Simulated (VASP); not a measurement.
# Sc4BP3 in VASP: notebook

Sc4BP3 is run at these levels: PBE; tasks: single point, relaxation of cell and atoms.

All numbers are computed with VASP 6.6.1; they aren't measurements. Logs are shortened: lines on timing, memory, paths and dates and some standing lists are left out, and cuts for length are marked.

## 1. The cell of the first run

The typed cell holds 8 atoms: a = 3.703 Å, b = 3.703 Å, c = 10.442 Å, α = 90.00°, β = 89.98°, γ = 90.00°.

## 2. Single point, PBE

INCAR reads:

```
SYSTEM = Sc4BP3
  PREC = Accurate
  ENCUT = 520
  EDIFF = 1E-6
  ISMEAR = 0
  SIGMA = 0.2
  LREAL = .FALSE.
  LASPH = .TRUE.
  NELM = 80
  ALGO = Normal
  ISIF = 2
  LWAVE = .FALSE.
  LCHARG = .FALSE.
  GGA = PE
  NBANDS = 41
```

KPOINTS reads:

```
Automatic mesh
0
G
  6 6 2
  0 0 0
```

POSCAR reads:

```
Sc4BP3
1.0
    3.7026275519     -0.0000123040      0.0004974353
   -0.0000115033      3.7028581826     -0.0000795912
    0.0014122889     -0.0002661014     10.4418678986
Sc B P
4 1 3
Direct
    0.0000361600     -0.0000053753      0.7569872184
    0.0000391293      0.0000048189      0.2430223281
    0.5000581010      0.5000323988     -0.0000069201
    0.4998616971      0.4999601099      0.5000024611
    0.0000528877      0.0000202365      0.0000073691
   -0.0001180828     -0.0000374168      0.4999990909
    0.5000224547      0.5000133437      0.7520296803
    0.5000476531      0.5000118843      0.2479587721
```

Potentials or basis: VASP PAW PBE potentials, release 64 (Sc_sv, B, P).

Started as:

```
$ cat potpaw_PBE.64/Sc_sv/POTCAR potpaw_PBE.64/B/POTCAR potpaw_PBE.64/P/POTCAR > POTCAR
$ mpirun -np 1 vasp_std > vasp.out
```

OUTCAR:

```text
SYSTEM = Sc4BP3
   PREC = Accurate
   ENCUT = 520
   EDIFF = 1E-6
   ISMEAR = 0
   LREAL = .FALSE.
   LASPH = .TRUE.
   NELM = 80
   ISIF = 2
   GGA = PE

 ion  position               nearest neighbor table
   1  0.000  1.000  0.757-   5 2.54   7 2.62   7 2.62   7 2.62   7 2.62   6 2.68
   2  0.000  0.000  0.243-   5 2.54   8 2.62   8 2.62   8 2.62   8 2.62   6 2.68
   3  0.500  0.500  1.000-   7 2.59   8 2.59   5 2.62   5 2.62   5 2.62   5 2.62
   4  0.500  0.500  0.500-   6 2.62   6 2.62   6 2.62   6 2.62   7 2.63   8 2.63
   5  0.000  0.000  0.000-   2 2.54   1 2.54   3 2.62   3 2.62   3 2.62   3 2.62
   6  1.000  1.000  0.500-   4 2.62   4 2.62   4 2.62   4 2.62   2 2.68   1 2.68
   7  0.500  0.500  0.752-   3 2.59   1 2.62   1 2.62   1 2.62   1 2.62   4 2.63
   8  0.500  0.500  0.248-   3 2.59   2 2.62   2 2.62   2 2.62   2 2.62   4 2.63

  LATTYP: Found a triclinic cell.
 ALAT       =     3.7026275853
 B/A-ratio  =     1.4142530527
 C/A-ratio  =     3.9946487809
 COS(alpha) =     0.0000670299
 COS(beta)  =     0.5008633496
 COS(gamma) =     0.7070824879

  Lattice vectors:

 A1 = (   3.7026275519,  -0.0000123040,   0.0004974353)
 A2 = (   3.7026160486,   3.7028458786,   0.0004178441)
 A3 = (   7.4066903993,  -7.4060070746,  10.4430219516)

Analysis of symmetry for initial positions (statically):
=====================================================================
 Subroutine PRICEL returns:
 Original cell was already a primitive cell.

 Routine SETGRP: Setting up the symmetry group for a
 triclinic supercell.

 Subroutine GETGRP returns: Found  1 space group operations
 (whereof  1 operations were pure point group operations)
 out of a pool of  2 trial point group operations.

The static configuration has the point symmetry C_1 .

Analysis of symmetry for dynamics (positions and initial velocities):
=====================================================================
 Subroutine PRICEL returns:
 Original cell was already a primitive cell.

 Routine SETGRP: Setting up the symmetry group for a
 triclinic supercell.

 Subroutine GETGRP returns: Found  1 space group operations
 (whereof  1 operations were pure point group operations)
 out of a pool of  2 trial point group operations.

The dynamic configuration has the point symmetry C_1 .

 Subroutine INISYM returns: Found  1 space group operations
 (whereof  1 operations are pure point group operations),
 and found     1 'primitive' translations

----------------------------------------------------------------------------------------

                                     Primitive cell

  volume of cell :     143.1612

  direct lattice vectors                    reciprocal lattice vectors
     3.702627552 -0.000012304  0.000497435     0.270078479  0.000000838 -0.000036529
    -0.000011503  3.702858183 -0.000079591     0.000000897  0.270061653  0.000006882
     0.001412289 -0.000266101 10.441867899    -0.000012866  0.000002058  0.095768308

  length of vectors
     3.702627585  3.702858183 10.441867997     0.270078482  0.270061653  0.095768309

  position of ions in fractional coordinates (direct lattice)
     0.000036160  0.999994625  0.756987218
     0.000039129  0.000004819  0.243022328
     0.500058101  0.500032399  0.999993080
     0.499861697  0.499960110  0.500002461
     0.000052888  0.000020236  0.000007369
     0.999881917  0.999962583  0.499999091
     0.500022455  0.500013344  0.752029680
     0.500047653  0.500011884  0.247958772

  ion indices of the primitive-cell ions
   primitive index   ion index
                 1           1
                 2           2
                 3           3
                 4           4
                 5           5
                 6           6
                 7           7
                 8           8

----------------------------------------------------------------------------------------

 KPOINTS: Automatic mesh

Automatic generation of k-mesh.
 Grid dimensions read from file:
 generate k-points for:    6    6    2

 Generating k-lattice:

  Cartesian coordinates                     Fractional coordinates (reciprocal lattice)
     0.045013080  0.000000140 -0.000006088     0.166666667  0.000000000  0.000000000
     0.000000149  0.045010275  0.000001147    -0.000000000  0.166666667 -0.000000000
    -0.000006433  0.000001029  0.047884154     0.000000000 -0.000000000  0.500000000

  Length of vectors
     0.045013080  0.045010275  0.047884154

  Shift w.r.t. Gamma in fractional coordinates (k-lattice)
     0.000000000  0.000000000  0.000000000

 -----------------------------------------------------------------------------
|                                                                             |
|           W    W    AA    RRRRR   N    N  II  N    N   GGGG   !!!           |
|           W    W   A  A   R    R  NN   N  II  NN   N  G    G  !!!           |
|           W    W  A    A  R    R  N N  N  II  N N  N  G       !!!           |
[... 71 lines left out ...]
  Fermi-wavevector in a.u.,A,eV,Ry     =   1.238598  2.340610 20.873030  1.534124
  Thomas-Fermi vector in A             =   2.373116
   LORBIT       =      0    0 simple, 1 ext, 2 COOP (PROOUT), +10 PAW based schemes
   GGA     = PE    functional components
   LHFCALC =     F    Hartree Fock is set to
   AEXX    =    0.0000 exact exchange contribution
   IVDW    =     0    specifies the selected vdW correction
   LEPSILON=     F    determine dielectric tensor
   LRPA    =     F    only Hartree local field effects (RPA)
 non-spin polarized calculation
 Gauss-broadening in eV      SIGMA  =   0.20
  energy-cutoff  :      520.00
  volume of cell :      143.16
 maximum number of plane-waves:      3887
   NGX = 13   NGY = 13   NGZ = 39

 number of electron      62.0000008 magnetization

 Free energy of the ion-electron system (eV)
  ---------------------------------------------------
  ext. energy  EPLUGINS =         0.00000000
  ---------------------------------------------------
  free energy    TOTEN  =       -56.05910124 eV

  energy without entropy =      -55.95768678  energy(sigma->0) =      -56.00839401

 E-fermi :   4.9039     XC(G=0): -10.5416

 val. band max:        4.8925699246   @ k =   0.0000   0.0000   0.5000
 cond. band min:       4.9156139834   @ k =   0.3333   0.5000   0.5000
 fundamental gap:      0.0230440588
 Fermi energy:         4.9039289674

 k-point     1 :       0.0000    0.0000    0.0000
  band No.  band energies     occupation
      1     -43.9478      2.00000
      2     -43.8743      2.00000
      3     -43.8733      2.00000
      4     -43.8312      2.00000
      5     -22.6358      2.00000
      6     -22.5782      2.00000
[... 33 lines left out ...]
     40       6.9364      0.00000
     41       7.1045      0.00000

 k-point     2 :       0.1667    0.0000    0.0000
  band No.  band energies     occupation
      1     -43.9465      2.00000
      2     -43.8729      2.00000
      3     -43.8722      2.00000
      4     -43.8305      2.00000
      5     -22.6345      2.00000
      6     -22.6014      2.00000
[... 33 lines left out ...]
     40       7.8090      0.00000
     41       7.8157      0.00000

 k-point     3 :       0.3333    0.0000    0.0000
  band No.  band energies     occupation
      1     -43.9440      2.00000
      2     -43.8701      2.00000
      3     -43.8698      2.00000
      4     -43.8291      2.00000
      5     -22.6451      2.00000
      6     -22.6439      2.00000
[... 33 lines left out ...]
     40       8.2648      0.00000
     41       8.3412      0.00000

 k-point     4 :       0.5000   -0.0000    0.0000
  band No.  band energies     occupation
      1     -43.9427      2.00000
      2     -43.8687      2.00000
      3     -43.8686      2.00000
      4     -43.8285      2.00000
      5     -22.6662      2.00000
      6     -22.6565      2.00000
[... 825 lines left out ...]
     40       7.8014      0.00000
     41       8.0795      0.00000

 k-point    23 :       0.3333    0.0000    0.5000
  band No.  band energies     occupation
      1     -43.9440      2.00000
      2     -43.8702      2.00000
      3     -43.8697      2.00000
      4     -43.8291      2.00000
      5     -22.6455      2.00000
      6     -22.6413      2.00000
[... 33 lines left out ...]
     40       8.2849      0.00000
     41       8.3952      0.00000

 k-point    24 :       0.5000    0.0000    0.5000
  band No.  band energies     occupation
      1     -43.9427      2.00000
      2     -43.8687      2.00000
      3     -43.8686      2.00000
      4     -43.8284      2.00000
      5     -22.6656      2.00000
      6     -22.6493      2.00000
[... 33 lines left out ...]
     40       8.1955      0.00000
     41       8.5581      0.00000

 [... further k-points ...]
[... 5 lines left out ...]
  --------------------------------------------------------------------------------------
  -------------------------------------------------------------------------------------
  Total        0.1531808      0.1496401      0.1303831      0.0005107      0.0013469     -0.0075592
  in kB        1.7143108      1.6746857      1.4591722      0.0057152      0.0150742     -0.0845977
  external PRESSURE =       1.6160562 kB  Pullay stress =       0.0000000 kB

 VOLUME and BASIS-vectors are now :
 -----------------------------------------------------------------------------
  energy-cutoff  :      520.00
  volume of cell :      143.16
      direct lattice vectors                 reciprocal lattice vectors
     3.702627552 -0.000012304  0.000497435     0.270078479  0.000000838 -0.000036529
    -0.000011503  3.702858183 -0.000079591     0.000000897  0.270061653  0.000006882
     0.001412289 -0.000266101 10.441867899    -0.000012866  0.000002058  0.095768308

 POSITION                                       TOTAL-FORCE (eV/Angst)
 -----------------------------------------------------------------------------------
      0.00119      3.70264      7.90428        -0.000768      0.000481     -0.000646
      0.00049     -0.00005      2.53761        -0.000007      0.000113      0.000145
      1.85294      1.85128     10.44200        -0.000148     -0.000261      0.000629
      1.85150      1.85114      5.22117         0.001353      0.000320     -0.000541
      0.00020      0.00007      0.00008        -0.000015      0.000021     -0.000543
      3.70288      3.70257      5.22134         0.000422      0.000173      0.000264
      1.85245      1.85127      7.85280        -0.000380     -0.000513     -0.000401
      1.85183      1.85140      2.58936        -0.000457     -0.000335      0.001092
 -----------------------------------------------------------------------------------
    total drift:                               -0.000042      0.000017      0.000098

  FREE ENERGIE OF THE ION-ELECTRON SYSTEM (eV)
  ---------------------------------------------------
  free  energy   TOTEN  =       -56.0591012373 eV

  energy  without entropy=      -55.9576867821  energy(sigma->0) =      -56.00839401
```

Run time: 3.8 min. Hardware: 1 thread of Intel Xeon Platinum 8259CL at 2.50GHz (Skylake/Cascade Lake), shared host; peak memory 0.35 GiB.

Results:

| Quantity | Value |
| --- | --- |
| Free energy | -56.0591 eV |
| Pressure | 0.2 GPa |
| Band gap on the k mesh | zero (band 31 reaches 5.45 eV, above the bottom of band 32 at 4.66 eV) |

## 3. Single point, PBE

INCAR reads:

```
  PREC = Accurate
  ENCUT = 520
  EDIFF = 1E-6
  ISMEAR = 0
  SIGMA = 0.1
  LREAL = False
  LASPH = True
  NELM = 60
  ALGO = Normal
  ISIF = 2
  LWAVE = False
  LCHARG = False
  GGA = PE
  NBANDS = 41
```

KPOINTS reads:

```
regular mesh
0
Gamma
  8 8 4
```

POSCAR reads:

```
Sc4BP3
1.0
    3.7035299537      0.0000000000      0.0000000000
    0.0000000000      3.7035299537      0.0000000000
    0.0000000000      0.0000000000     10.4310534760
Sc B P
4 1 3
Direct
    0.0000000000      0.0000000000      0.7566226304
    0.0000000000      0.0000000000      0.2433773696
    0.5000000000      0.5000000000      0.0000000000
    0.5000000000      0.5000000000      0.5000000000
    0.0000000000      0.0000000000      0.0000000000
    0.0000000000      0.0000000000      0.5000000000
    0.5000000000      0.5000000000      0.7524775583
    0.5000000000      0.5000000000      0.2475224417
```

Potentials or basis: VASP PAW PBE potentials, release 64 (Sc_sv, B, P).

Started as:

```
$ cat potpaw_PBE.64/Sc_sv/POTCAR potpaw_PBE.64/B/POTCAR potpaw_PBE.64/P/POTCAR > POTCAR
$ mpirun -np 1 vasp_std > vasp.out
```

Run time: 4.3 min. Hardware: 1 thread of Intel Xeon Platinum 8259CL at 2.50GHz (Skylake/Cascade Lake), shared host; peak memory 0.36 GiB.

The run converged. Its results:

| Property | Result |
| --- | --- |
| Free energy | -56.0394 eV |
| Pressure | 0.2 GPa |
| Band gap on the k mesh | zero (band 31 reaches 5.72 eV, above the bottom of band 32 at 4.69 eV) |

Forces on the atoms (eV/Å):
```
Sc   0.000  0.000  0.002
Sc   0.000  0.000 -0.002
Sc   0.000  0.000  0.000
Sc   0.000  0.000  0.000
B    0.000  0.000  0.000
P    0.000  0.000  0.000
P    0.000  0.000 -0.002
P    0.000  0.000  0.002
```

Levels at points of the mesh, in eV from the Fermi level:
```tsv
k point	band 29	band 30	band 31	band 32	band 33	band 34
(0.00, 0.00, 0.00)	0.36	0.37	0.37	0.69	1.57	1.57
(0.50, 0.00, 0.00)	-1.64	-1.17	-0.66	-0.08	2.70	2.82
(0.50, 0.50, 0.00)	-0.61	-0.18	-0.18	0.09	0.09	0.71
(0.00, 0.00, 0.50)	-0.01	0.09	0.33	0.33	0.98	1.18
(0.50, 0.00, 0.50)	-1.72	-1.13	-0.63	-0.09	2.91	3.13
(0.50, 0.50, 0.50)	-1.45	-0.99	-0.99	0.17	1.36	1.36
```

## 4. Relaxation of cell and atoms, PBE

This run uses another cell than the first one, of 16.90 Å³/atom, 0.944 times its volume.

INCAR reads:

```
SYSTEM = Sc4BP3
  ALGO = Normal
  EDIFF = 1E-6
  EDIFFG = -0.08
  ENCUT = 600
  GGA = PE
  IBRION = 2
  ISIF = 3
  ISMEAR = 0
  LASPH = .TRUE.
  LCHARG = .FALSE.
  LREAL = .FALSE.
  LWAVE = .FALSE.
  NELM = 80
  NSW = 36
  PREC = Accurate
  SIGMA = 0.2
```

KPOINTS reads:

```
k-points
0
G
  5 5 2
  0 0 0
```

POSCAR reads:

```
Sc4BP3
1.0
    3.6300000000      0.0000000000      0.0000000000
    0.0000000000      3.6300000000      0.0000000000
    0.0000000000      0.0000000000     10.2600000000
Sc B P
4 1 3
Direct
    0.0000000000      0.0000000000      0.7500000000
    0.0000000000      0.0000000000      0.2500000000
    0.5000000000      0.5000000000      0.0000000000
    0.5000000000      0.5000000000      0.5000000000
    0.0000000000      0.0000000000      0.0000000000
    0.0000000000      0.0000000000      0.5000000000
    0.5000000000      0.5000000000      0.7500000000
    0.5000000000      0.5000000000      0.2500000000
```

Started as:

```
$ cat potpaw_PBE.64/Sc_sv/POTCAR potpaw_PBE.64/B/POTCAR potpaw_PBE.64/P/POTCAR > POTCAR
$ mpirun -np 1 vasp_std > vasp.out
```

Run time: 5.8 min. Hardware: 1 thread of Intel Xeon Platinum 8259CL at 2.50GHz (Skylake/Cascade Lake), shared host; peak memory 0.3 GiB.

Results (log left out):

| Quantity | Value |
| --- | --- |
| Free energy | -56.0236 eV |
| Relaxed volume | 17.90 Å³/atom |
| Relaxed cell | a = 3.708 Å, b = 3.708 Å, c = 10.414 Å, α = 90.00°, β = 90.00°, γ = 90.00° |
| Space group after relaxing (to 0.05 Å) | P4/mmm (No. 123) |
| Energy gained by relaxing | 24.9 meV/atom |
| Ionic steps | 5 |
| Pressure after relaxing | 0.1 GPa |
| Largest force after relaxing | 0.029 eV/Å |
| Band gap on the k mesh | zero (band 31 reaches 5.33 eV, above the bottom of band 32 at 4.64 eV) |

Forces on the atoms (eV/Å):
```
Sc   0.000  0.000  0.024
Sc   0.000  0.000 -0.024
Sc   0.000  0.000  0.000
Sc   0.000  0.000  0.000
B    0.000  0.000  0.000
P    0.000  0.000  0.000
P    0.000  0.000  0.029
P    0.000  0.000 -0.029
```

Stress tensor (GPa, compression positive):
```
0.03 0.00 0.00
0.00 0.03 0.00
0.00 0.00 0.35
```

Step by step:
| step | energy change (eV) | largest force (eV/Å) | pressure (GPa) | volume (Å³) |
| --- | --- | --- | --- | --- |
| 1 | 0.0000 | 0.5786 | 6.48 | 135.19 |
| 2 | -0.1224 | 0.2726 | -3.42 | 149.00 |
| 3 | -0.1766 | 0.3610 | -0.25 | 143.83 |
| 4 | -0.1878 | 0.2594 | -0.15 | 143.63 |
| 5 | -0.1992 | 0.0293 | 0.14 | 143.19 |

Final structure:
```cif
data_structure
_symmetry_space_group_name_H-M 'P 1'
_symmetry_Int_Tables_number 1
_cell_length_a 3.7080
_cell_length_b 3.7080
_cell_length_c 10.4139
_cell_angle_alpha 90.000
_cell_angle_beta 90.000
_cell_angle_gamma 90.000
_cell_volume 143.19
loop_
_atom_site_label
_atom_site_type_symbol
_atom_site_fract_x
_atom_site_fract_y
_atom_site_fract_z
_atom_site_occupancy
Sc1 Sc 0.00000 0.00000 0.75701 1
Sc2 Sc 0.00000 0.00000 0.24299 1
Sc3 Sc 0.50000 0.50000 0.00000 1
Sc4 Sc 0.50000 0.50000 0.50000 1
B1 B 0.00000 0.00000 0.00000 1
P1 P 0.00000 0.00000 0.50000 1
P2 P 0.50000 0.50000 0.75120 1
P3 P 0.50000 0.50000 0.24880 1
```

Levels at points of the mesh, in eV from the Fermi level:
```csv
k point,band 28,band 29,band 30,band 31,band 32,band 33,band 34,band 35
"(0.00, 0.00, 0.00)",-0.29,0.37,0.38,0.38,0.71,1.58,1.58,1.74
"(0.00, 0.00, 0.50)",-0.19,-0.02,0.09,0.34,0.34,1.00,1.18,1.18
```

Caveat: the relaxation stopped at a loose force limit of 0.08 eV/Å, so its end isn't a converged minimum.

## 5. Overview

```csv
task,cell,k mesh,cutoff (eV),smearing,gap on the mesh (eV),pressure (GPa)
single point,"a = 3.703, b = 3.703, c = 10.442 Å, 8 atoms",6 × 6 × 2,520,gaussian 0.2 eV,none,0.2
single point,"a = 3.704, b = 3.704, c = 10.431 Å, 8 atoms",8 × 8 × 4,520,gaussian 0.1 eV,none,0.2
relaxation of cell and atoms,"relaxed from a = 3.630, b = 3.630, c = 10.260 Å, 8 atoms",5 × 5 × 2,600,gaussian 0.2 eV,none,0.1
```

Alike in all rows: level PBE; potentials or basis VASP PAW PBE potentials, release 64 (Sc_sv, B, P); no spin polarisation.

Caveats: the relaxation stopped at a loose force limit of 0.08 eV/Å, so its end isn't a converged minimum (some runs).

Absolute energies hang on the potentials; compare differences alone.
